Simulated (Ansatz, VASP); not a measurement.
# One calculation of Hf, two programs

The input INCAR:

```
SYSTEM = Hf
PREC     = Accurate       ! precision mode
ENCUT    = 520            ! plane-wave cutoff, eV
EDIFF    = 1E-6           ! SCF threshold, eV
ISMEAR   = -1             ! smearing method
SIGMA    = 0.05           ! smearing width, eV
LREAL    = .False.        ! projectors in reciprocal space
LASPH    = .True.         ! aspherical terms in the spheres
NELM     = 80             ! most SCF steps
ALGO     = Normal         ! electronic algorithm
ISIF     = 2              ! what is computed and relaxed
LWAVE    = .False.        ! write WAVECAR
LCHARG   = .True.         ! write CHGCAR
GGA      = PS             ! functional
LELF     = .True.         ! ELF
LVHAR    = .True.       
NBANDS   = 17             ! bands
```

Contents of KPOINTS:

```
regular mesh
0
Gamma
  13 13 7
  0 0 0
```

The input POSCAR:

```
Hf
1.0
    3.1860071449      0.0000000000      0.0000000000
   -1.5930035725      2.7591631242      0.0000000000
    0.0000000000      0.0000000000      5.0408841546
Hf
2
Direct
    0.3333333333      0.6666666667      0.2500000000
    0.6666666667      0.3333333333      0.7500000000
```

Input for Ansatz:

```yaml
crystal:
  lattice:
    - [3.1860071449, 0.0, 0.0]
    - [-1.5930035725, 2.7591631242, 0.0]
    - [0.0, 0.0, 5.0408841546]
  atoms:
    - { symbol: Hf, position: [0.3333333333, 0.6666666667, 0.25] }
    - { symbol: Hf, position: [0.6666666667, 0.3333333333, 0.75] }
kpoints:
  mp_grid: { grid: [13, 13, 7] }
  band_path:
    path:
      - [0.0, 0.0, 0.0]
      - [0.5, 0.0, 0.0]
      - [0.3333333333, 0.3333333333, 0.0]
      - [0.0, 0.0, 0.0]
      - [0.0, 0.0, 0.5]
      - [0.5, 0.0, 0.5]
      - [0.3333333333, 0.3333333333, 0.5]
      - [0.0, 0.0, 0.5]
      - [0.5, 0.0, 0.5]
    npoints: 5
scf:
  occupations: { method: fermi_dirac, width: 0.05 }
hamiltonian:
  xc: pbesol
  pseudopotentials: { kind: all_electron, lapw: { basis_error: 0.0005 } }
output:
  forces: true
  stress: true
  eigenvalues: true
```

Change from the starting cell: volume scaled by 0.99.

Alike in both runs: task single point; functional PBEsol; k mesh 13 × 13 × 7; occupations fermi-dirac, width 0.05 eV; no spin polarisation.

|  | VASP | Ansatz |
| --- | --- | --- |
| version | VASP 6.6.1 | Ansatz 0.2.0 |
| potentials or method | VASP PAW PBE potentials, release 64 (Hf_pv), cutoff 520 eV | all-electron LAPW, scalar-relativistic |

```tsv
	VASP	Ansatz	Ansatz less VASP
pressure (GPa)	-3.1	-2.7	+0.39
traceless stress, the component that is largest in VASP (GPa)	-0.17	-0.09	+0.075
```

VASP's potentials were made for PBE, not for PBEsol. Ansatz ran all-electron here, and VASP with PAW potentials.

Spin-orbit coupling is off throughout.
